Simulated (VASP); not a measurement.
# CSO4: single point with PBE

CSO4:

```xyz
36
Lattice="10.0832 -0.1380 0.8509 -0.1380 9.0044 -0.4460 0.8509 -0.4460 8.6450" Properties=species:S:1:pos:R:3 pbc="T T T"
C     0.9321    1.1788    6.6912
C     4.4413   -1.0552    7.9768
C     5.0622    4.2468    7.1514
C     9.1576    4.4702    6.2116
C     5.3850    1.8522    1.8989
C     8.3017    3.0715    2.7786
O     1.2586    2.1914    6.1378
O     0.6428    0.2218    7.2974
O     3.5927   -0.8880    7.2034
O     5.1443   -1.1688    8.8937
O     4.6915    3.1726    7.4690
O     5.3320    5.3487    6.8453
O     8.2320    3.8853    6.6754
O    10.0525    5.0455    5.6786
O     5.9564    1.0182    2.5112
O     5.0284    2.7276    1.2338
O     7.9130    3.9287    3.4806
O     8.6802    2.2661    2.0315
O     4.6643    5.9623    2.0090
O     6.7478    6.6014    3.2868
O     0.9500    7.8123    1.0405
O     0.8385    7.8337    3.4966
O     8.6187    1.2736    5.5062
O     6.4277    0.1625    5.2963
O     1.2836    3.9527    2.5028
O     1.6910    2.4025    0.6299
O     7.2486    7.3158   -0.3936
O     8.7456    5.4476    0.3104
O     4.4921    3.4211    4.0756
O     3.2880    1.2743    3.6803
S     5.3140    6.2781    3.2950
S     1.4792    7.3153    2.3057
S     7.8620    0.0665    5.5911
S     1.8427    3.7255    1.1818
S     8.2328    6.7870    0.6169
S     3.8006    2.2555    4.5930
```

```
Program                : VASP 6.6.1
Task                   : single point
Functional             : PBE
Potentials or basis    : VASP PAW PBE potentials, release 64 (C_h, O_h, S)
Cutoff                 : 910 eV
k mesh                 : 1 × 1 × 1
Occupations            : fermi-dirac, width 0.02 eV
Spin                   : no spin polarisation
Dipole correction      : no
Further INCAR settings : LREAL = Auto; ALGO = Normal; EDIFF = 1e-06; NBANDS = 126
```

| Item | Value |
| --- | --- |
| Pressure | -0.7 GPa |
| Largest force | 2.988 eV/Å |
| Band gap on the k mesh | 2.96 eV |

Forces on the atoms (eV/Å):
```
C    0.712  1.756 -0.417
C   -0.877  0.350  0.859
C   -0.550  0.063  0.140
C   -0.292 -0.109 -0.459
C    2.173 -1.474  0.667
C   -0.266  0.969  0.359
O   -0.724 -1.977  0.922
O   -0.076  0.218 -0.458
O   -0.337 -0.026 -1.355
O    1.159 -0.155  0.492
O    0.580  0.741 -0.390
O    0.102 -0.697  0.057
O    1.474  0.948 -0.649
O   -1.364 -0.877  1.135
O   -0.939  0.395 -0.311
O   -1.022  0.886 -0.698
O    0.066 -0.386 -0.049
O    0.253 -0.616 -0.343
O    0.743  0.323  1.296
O   -1.184 -0.322 -0.164
O    0.381 -0.444  0.235
O    0.248 -0.216  0.009
O    0.701  0.745 -0.116
O    0.880 -0.101  0.374
O    0.151  0.153 -0.194
O    0.087 -0.038 -0.135
O    1.839 -0.699  1.977
O    0.025  0.804  0.624
O   -0.089 -0.094 -0.088
O   -0.155 -0.207 -0.578
S    0.411  0.013 -1.188
S   -0.665  0.759 -0.176
S   -1.619 -0.739 -0.125
S   -0.212 -0.194  0.252
S   -1.688  0.076 -2.464
S    0.074  0.174  0.960
```

Stress tensor (GPa, compression positive):
```
-1.14 -0.25 -0.02
-0.25 -0.75  0.81
-0.02  0.81 -0.14
```

Levels at points of the mesh, in eV from the valence-band top:
| k point | band 99 | band 100 | band 101 | band 102 | band 103 | band 104 | band 105 | band 106 |
| --- | --- | --- | --- | --- | --- | --- | --- | --- |
| (0.00, 0.00, 0.00) | -0.36 | -0.31 | -0.26 | 0.00 | 2.96 | 3.12 | 3.14 | 3.22 |

It took 6.4 min on 1 thread of AMD EPYC 7R13 Processor (Zen 3), with other jobs on the host, peak memory 1.2 GiB.

Caveat: the k points lie up to 0.74 Å⁻¹ apart; the cutoff is under 1.25 times the usual one of these potentials, so pressure, stress and relaxed cells hold a basis-set (Pulay) error; the atoms stand as in a frame of molecular dynamics.
